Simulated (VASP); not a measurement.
# Si (Fd-3m) in VASP: further runs

Si is run at these levels: PBE; tasks: relaxation of cell and atoms.

Everything below comes from runs of VASP 6.6.1. Logs are shortened: lines on timing, memory, paths and dates and some standing lists are left out, and cuts for length are marked.

## 1. The cell of the first run

Symmetry: Fd-3m, No. 227, cubic system. The conventional cell has a = 5.467 Å, b = 5.467 Å, c = 5.467 Å, α = 90.00°, β = 90.00°, γ = 90.00°. Si (site symmetry -43m) has 4 Si at 2.37 Å within 3.1 Å.

## 2. Relaxation of cell and atoms, PBE

File INCAR:

```
SYSTEM = Si
PREC = Accurate ; ENCUT = 600
EDIFF = 1E-7 ; ISMEAR = 0
SIGMA = 0.02 ; LREAL = .FALSE.
LASPH = .TRUE. ; NELM = 60
ALGO = Normal ; ISIF = 3
LWAVE = .FALSE. ; LCHARG = .FALSE.
GGA = PE ; IBRION = 2
NSW = 100 ; EDIFFG = -0.01
```

File KPOINTS:

```
Automatic mesh
0
G
  8 8 8
  0 0 0
```

File POSCAR:

```
Si
1.0
    0.0000000000      2.7335202290      2.7335202290
    2.7335202290      0.0000000000      2.7335202290
    2.7335202290      2.7335202290      0.0000000000
Si
2
Direct
    0.2500000000      0.2500000000      0.2500000000
    0.0000000000      0.0000000000      0.0000000000
```

Potentials or basis: VASP PAW PBE potentials, release 64 (Si).

Run with:

```console
cat potpaw_PBE.64/Si/POTCAR > POTCAR
mpirun -np 1 vasp_std > vasp.out
```

OUTCAR:

```text
SYSTEM = Si
   PREC = Accurate
   ENCUT = 600
   EDIFF = 1E-7
   ISMEAR = 0
   LREAL = .FALSE.
   LASPH = .TRUE.
   NELM = 60
   ISIF = 3
   GGA = PE
   IBRION = 2
   NSW = 100
   EDIFFG = -0.01

 ion  position               nearest neighbor table
   1  0.250  0.250  0.250-   2 2.37   2 2.37   2 2.37   2 2.37
   2  0.000  0.000  0.000-   1 2.37   1 2.37   1 2.37   1 2.37

  LATTYP: Found a face centered cubic cell.
 ALAT       =     5.4670404580

  Lattice vectors:

 A1 = (   0.0000000000,   2.7335202290,   2.7335202290)
 A2 = (   2.7335202290,   0.0000000000,   2.7335202290)
 A3 = (   2.7335202290,   2.7335202290,   0.0000000000)

Analysis of symmetry for initial positions (statically):
=====================================================================
 Subroutine PRICEL returns:
 Original cell was already a primitive cell.

 Routine SETGRP: Setting up the symmetry group for a
 face centered cubic supercell.

 Subroutine GETGRP returns: Found 48 space group operations
 (whereof 24 operations were pure point group operations)
 out of a pool of 48 trial point group operations.

The static configuration has the point symmetry T_d .
 The point group associated with its full space group is O_h .

Analysis of symmetry for dynamics (positions and initial velocities):
=====================================================================
 Subroutine PRICEL returns:
 Original cell was already a primitive cell.

 Routine SETGRP: Setting up the symmetry group for a
 face centered cubic supercell.

 Subroutine GETGRP returns: Found 48 space group operations
 (whereof 24 operations were pure point group operations)
 out of a pool of 48 trial point group operations.

The dynamic configuration has the point symmetry T_d .
 The point group associated with its full space group is O_h .

 Subroutine INISYM returns: Found 48 space group operations
 (whereof 24 operations are pure point group operations),
 and found     1 'primitive' translations

----------------------------------------------------------------------------------------

                                     Primitive cell

  volume of cell :      40.8505

  direct lattice vectors                    reciprocal lattice vectors
     0.000000000  2.733520229  2.733520229    -0.182914322  0.182914322  0.182914322
     2.733520229  0.000000000  2.733520229     0.182914322 -0.182914322  0.182914322
     2.733520229  2.733520229  0.000000000     0.182914322  0.182914322 -0.182914322

  length of vectors
     3.865781381  3.865781381  3.865781381     0.316816900  0.316816900  0.316816900

  position of ions in fractional coordinates (direct lattice)
     0.250000000  0.250000000  0.250000000
     0.000000000  0.000000000  0.000000000

  ion indices of the primitive-cell ions
   primitive index   ion index
                 1           1
                 2           2

----------------------------------------------------------------------------------------

 KPOINTS: Automatic mesh

Automatic generation of k-mesh.
 Grid dimensions read from file:
 generate k-points for:    8    8    8

 Generating k-lattice:

  Cartesian coordinates                     Fractional coordinates (reciprocal lattice)
    -0.022864290  0.022864290  0.022864290     0.125000000  0.000000000  0.000000000
     0.022864290 -0.022864290  0.022864290     0.000000000  0.125000000  0.000000000
     0.022864290  0.022864290 -0.022864290     0.000000000  0.000000000  0.125000000

  Length of vectors
     0.039602112  0.039602112  0.039602112
[... 52 lines left out ...]
   ENCUT  =  600.0 eV  44.10 Ry    6.64 a.u.   7.72  7.72  7.72*2*pi/ulx,y,z
   NELM   =     60;   NELMIN=  2; NELMDL= -5     # of ELM steps
   EDIFF  = 0.1E-06   stopping-criterion for ELM
   LREAL  =      F    real-space projection
   EDIFFG = -.1E-01   stopping-criterion for IOM
   NSW    =    100    number of steps for IOM
   IBRION =      2    ionic relax: 0-MD 1-quasi-New 2-CG
   NFREE  =      1    steps in history (QN), initial steepest desc. (CG)
   ISIF   =      3    stress and relaxation
   ISYM   =      2    0-nonsym 1-usesym 2-fastsym
   POTIM  = 0.5000    time-step for ionic-motion
   TEBEG  =    0.0;   TEEND  =   0.0 temperature during run
   PSTRESS=    0.0 pullay stress
   NELECT =       8.0000    total number of electrons
   NUPDOWN=      -1.0000    fix difference up-down
   EMIN   =  10.00;   EMAX   =-10.00  energy-range for DOS
   EFERMI =   0.00;   METHOD = LEGACY
   ISMEAR =     0;   SIGMA  =   0.02  broadening in eV -4-tet -1-fermi 0-gaus
   EFERMI_NEDOS =   21; number of points for ismear=-14 and -15
   IALGO  =     38    algorithm
   IMIX   =      4    mixing-type and parameters
     AMIX     =   0.40;   BMIX     =  1.00
     AMIX_MAG =   1.60;   BMIX_MAG =  1.00
  volume/ion in A,a.u.               =      20.43       137.84
  Fermi-wavevector in a.u.,A,eV,Ry     =   0.950691  1.796545 12.297117  0.903813
  Thomas-Fermi vector in A             =   2.079091
   LORBIT       =      0    0 simple, 1 ext, 2 COOP (PROOUT), +10 PAW based schemes
   GGA     = PE    functional components
   LHFCALC =     F    Hartree Fock is set to
   AEXX    =    0.0000 exact exchange contribution
   IVDW    =     0    specifies the selected vdW correction
   LEPSILON=     F    determine dielectric tensor
   LRPA    =     F    only Hartree local field effects (RPA)
 conjugate gradient relaxation of ions
 non-spin polarized calculation
 Gauss-broadening in eV      SIGMA  =   0.02
  energy-cutoff  :      600.00
  volume of cell :       40.85
 maximum number of plane-waves:      1380
   NGX = 15   NGY = 15   NGZ = 15

--------------------------------------- Ionic step        1  -------------------------------------------

 number of electron       8.0000000 magnetization

 Free energy of the ion-electron system (eV)
  ---------------------------------------------------
  ext. energy  EPLUGINS =         0.00000000
  ---------------------------------------------------
  free energy    TOTEN  =       -10.84620209 eV

  energy without entropy =      -10.84620209  energy(sigma->0) =      -10.84620209

------------------------ aborting loop because EDIFF is reached ----------------------------------------

  FORCE on cell =-STRESS in cart. coord.  units (eV):
  Direction    XX          YY          ZZ          XY          YZ          ZX
  --------------------------------------------------------------------------------------
  -------------------------------------------------------------------------------------
  Total        0.0225111      0.0225111      0.0225111      0.0000000      0.0000000      0.0000000
  in kB        0.8828982      0.8828982      0.8828982      0.0000000      0.0000000      0.0000000
  external PRESSURE =       0.8828982 kB  Pullay stress =       0.0000000 kB

 VOLUME and BASIS-vectors are now :
 -----------------------------------------------------------------------------
  energy-cutoff  :      600.00
  volume of cell :       40.85
      direct lattice vectors                 reciprocal lattice vectors
     0.000000000  2.733520229  2.733520229    -0.182914322  0.182914322  0.182914322
     2.733520229  0.000000000  2.733520229     0.182914322 -0.182914322  0.182914322
     2.733520229  2.733520229  0.000000000     0.182914322  0.182914322 -0.182914322

 POSITION                                       TOTAL-FORCE (eV/Angst)
 -----------------------------------------------------------------------------------
      1.36676      1.36676      1.36676         0.000000      0.000000      0.000000
      0.00000      0.00000      0.00000        -0.000000     -0.000000     -0.000000
 -----------------------------------------------------------------------------------
    total drift:                               -0.000000      0.000000      0.000000

  FREE ENERGIE OF THE ION-ELECTRON SYSTEM (eV)
  ---------------------------------------------------
  free  energy   TOTEN  =       -10.8462020914 eV

  energy  without entropy=      -10.8462020914  energy(sigma->0) =      -10.84620209

--------------------------------------- Ionic step        2  -------------------------------------------

 number of electron       8.0000000 magnetization

 Free energy of the ion-electron system (eV)
  ---------------------------------------------------
  ext. energy  EPLUGINS =         0.00000000
  ---------------------------------------------------
  free energy    TOTEN  =       -10.84620706 eV

  energy without entropy =      -10.84620706  energy(sigma->0) =      -10.84620706

 E-fermi :   5.7170     XC(G=0):  -9.3236

 val. band max:        5.6105747795   @ k =   0.0000   0.0000   0.0000
 cond. band min:       6.2616869285   @ k =   0.3750   0.3750   0.0000
 fundamental gap:      0.6511121490
 Fermi energy:         5.7169627461

 k-point     1 :       0.0000    0.0000    0.0000
  band No.  band energies     occupation
      1      -6.1996      2.00000
      2       5.6106      2.00000
      3       5.6106      2.00000
      4       5.6106      2.00000
      5       8.1666      0.00000
      6       8.1666      0.00000
      7       8.1666      0.00000
      8       8.7366      0.00000
[... 243 lines left out ...]
 k-point    24 :      -0.3750    0.2500    0.1250
  band No.  band energies     occupation
      1      -3.3929      2.00000
      2      -1.0944      2.00000
      3       2.2249      2.00000
      4       3.5013      2.00000
      5       8.6327      0.00000
      6       8.7571      0.00000
      7      11.4553      0.00000
      8      12.6751      0.00000

 [... further k-points ...]
[... 5 lines left out ...]
  --------------------------------------------------------------------------------------
  -------------------------------------------------------------------------------------
  Total       -0.0144139     -0.0144139     -0.0144139      0.0000000     -0.0000000      0.0000000
  in kB       -0.5643999     -0.5643999     -0.5643999      0.0000000     -0.0000000      0.0000000
  external PRESSURE =      -0.5643999 kB  Pullay stress =       0.0000000 kB

 VOLUME and BASIS-vectors are now :
 -----------------------------------------------------------------------------
  energy-cutoff  :      600.00
  volume of cell :       40.92
      direct lattice vectors                 reciprocal lattice vectors
     0.000000000  2.735004525  2.735004525    -0.182815054  0.182815054  0.182815054
     2.735004525  0.000000000  2.735004525     0.182815054 -0.182815054  0.182815054
     2.735004525  2.735004525  0.000000000     0.182815054  0.182815054 -0.182815054

 POSITION                                       TOTAL-FORCE (eV/Angst)
 -----------------------------------------------------------------------------------
      1.36750      1.36750      1.36750         0.000000      0.000000      0.000000
      5.47001      5.47001      5.47001        -0.000000     -0.000000     -0.000000
 -----------------------------------------------------------------------------------
    total drift:                               -0.000000      0.000000      0.000000

  FREE ENERGIE OF THE ION-ELECTRON SYSTEM (eV)
  ---------------------------------------------------
  free  energy   TOTEN  =       -10.8462070638 eV

  energy  without entropy=      -10.8462070638  energy(sigma->0) =      -10.84620706

 reached required accuracy - stopping structural energy minimisation
```

Run time: 7.5 s. Hardware: 1 thread of Intel Xeon Platinum 8559C (Emerald Rapids), shared host; peak memory 0.16 GiB.

Results:

```yaml
Free_energy: -10.8462 eV
Relaxed_volume: 20.46 Å³/atom
Relaxed_cell: a = 3.868 Å, b = 3.868 Å, c = 3.868 Å, α = 60.00°, β = 60.00°, γ = 60.00°
Space_group_after_relaxing_to_0.05_Å: Fd-3m (No. 227)
Energy_gained_by_relaxing: 0.0 meV/atom
Ionic_steps: 2
Pressure_after_relaxing: -0.1 GPa
Band_gap_on_the_k_mesh: 0.65 eV, indirect (least direct gap 2.56 eV)
```

Final structure:
```
Si
1.0
     0.00000    2.73500    2.73500
     2.73500    0.00000    2.73500
     2.73500    2.73500    0.00000
Si
2
Direct
  0.25000 0.25000 0.25000
  0.00000 0.00000 0.00000
```

## 3. Relaxation of cell and atoms, PBE

File INCAR:

```
PREC = Accurate
ENCUT = 600
EDIFF = 1E-6
ISMEAR = 0
SIGMA = 0.01
LREAL = False
LASPH = True
NELM = 60
ALGO = Normal
ISIF = 3
LWAVE = False
LCHARG = False
GGA = PE
IBRION = 2
NSW = 80
EDIFFG = -0.001
```

File KPOINTS:

```
Automatic mesh
0
Gamma
  8 8 8
```

File POSCAR:

```
Si
1.0
    0.0000000000      2.7347775075      2.7347775075
    2.7347775075      0.0000000000      2.7347775075
    2.7347775075      2.7347775075      0.0000000000
Si
2
Direct
    0.2500000000      0.2500000000      0.2500000000
    0.0000000000      0.0000000000      0.0000000000
```

Potentials or basis: VASP PAW PBE potentials, release 64 (Si).

Run with:

```console
cat potpaw_PBE.64/Si/POTCAR > POTCAR
mpirun -np 1 vasp_std > vasp.out
```

It took 6.3 s on 1 thread of Intel Xeon Platinum 8559C (Emerald Rapids), shared host; peak memory 0.16 GiB.

The run converged. Its results:

- Free energy: -10.8462 eV
- Relaxed volume: 20.44 Å³/atom
- Relaxed cell: a = 3.867 Å, b = 3.867 Å, c = 3.867 Å, α = 60.00°, β = 60.00°, γ = 60.00°
- Space group after relaxing (to 0.05 Å): Fd-3m (No. 227)
- Energy gained by relaxing: 0.0 meV/atom
- Ionic steps: 2
- Pressure after relaxing: 0.0 GPa
- Band gap on the k mesh: 0.65 eV, indirect (least direct gap 2.56 eV)

Final structure:
```
CELL_PARAMETERS angstrom
0.00000 2.73428 2.73428
2.73428 0.00000 2.73428
2.73428 2.73428 0.00000
ATOMIC_POSITIONS crystal
Si 0.25000 0.25000 0.25000
Si 0.00000 0.00000 0.00000
```

Levels at points of the mesh, in eV from the valence-band top:
```tsv
k point	band 2	band 3	band 4	band 5	band 6	band 7
(0.00, 0.00, 0.00)	0.00	0.00	0.00	2.56	2.56	2.56
(0.50, 0.00, 0.00)	-6.87	-1.18	-1.18	1.47	3.35	3.35
(0.50, 0.50, 0.00)	-7.75	-2.79	-2.79	0.75	0.75	9.94
```

A k mesh can miss the band edges.
